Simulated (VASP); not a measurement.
Set up this calculation in VASP 6.6.1, as the native input.

```yaml
Task: single point
Functional: r2SCAN
Potentials_or_basis: VASP PAW PBE potentials, release 64 (Zn, S)
Cutoff: 520 eV
k_mesh: 6 × 6 × 4
Occupations: gaussian, width 0.05 eV
Spin: no spin polarisation
Dipole_correction: no
Further_INCAR_settings: ALGO = Normal; EDIFF = 1e-06; NBANDS = 26
```

Crystal: ZnS.

```
CELL_PARAMETERS angstrom
0.00000 -2.70465 -2.70465
0.00000 2.70465 -2.70465
5.40930 0.00000 0.00000
ATOMIC_POSITIONS crystal
Zn 0.52941 0.50000 0.50000
Zn 0.97059 0.00000 0.00000
S 0.01790 0.50000 0.25000
S 0.48210 0.00000 0.75000
```

This cell differs from its parent crystal: atoms displaced along a vibrational mode.

One way to write it, as run:

POSCAR

```
ZnS
1.0
    0.0000000000     -2.7046500000     -2.7046500000
    0.0000000000      2.7046500000     -2.7046500000
    5.4093000000      0.0000000000      0.0000000000
Zn S
2 2
Direct
    0.5294121283      0.5000000000      0.5000000000
   -0.0294121283      0.0000000000      0.0000000000
    0.0178996473      0.5000000000      0.2500000000
    0.4821003527      0.0000000000      0.7500000000
```

INCAR.step1

```
PREC = Accurate ; ENCUT = 520
ISMEAR = 0 ; SIGMA = 0.05
LREAL = False ; LASPH = True
NELM = 80 ; NBANDS = 26
GGA = PE ; ALGO = Normal
EDIFF = 1E-4 ; LWAVE = True
LCHARG = False
```

INCAR.step2

```
PREC = Accurate ; ENCUT = 520
EDIFF = 1E-6 ; ISMEAR = 0
SIGMA = 0.05 ; LREAL = False
LASPH = True ; NELM = 80
ALGO = Normal ; ISIF = 2
LWAVE = False ; LCHARG = False
METAGGA = R2SCAN ; LMIXTAU = True
NBANDS = 26 ; ISTART = 1
```

KPOINTS

```
Automatic mesh
0
Gamma
  6 6 4
```

Potentials or basis: VASP PAW PBE potentials, release 64 (Zn, S).

Run with:

```console
$ cat potpaw_PBE.64/Zn/POTCAR potpaw_PBE.64/S/POTCAR > POTCAR
$ cp INCAR.step1 INCAR
$ mpirun -np 1 vasp_std > vasp.out
$ cp INCAR.step2 INCAR
$ mpirun -np 1 vasp_std > vasp.out
```

It gave:

```yaml
Pressure: -0.9 GPa
Largest_force: 0.250 eV/Å
Band_gap_on_the_k_mesh: 2.63 eV
```

Caveat: the cell differs from its parent crystal (atoms displaced along a vibrational mode); the PAW data sets were made with another functional, which shifts forces and pressure a little.

Run time: 110 s on 1 thread of Intel(R) Xeon(R) 6975P-C (Granite Rapids), on a shared host, peak memory 0.23 GiB.
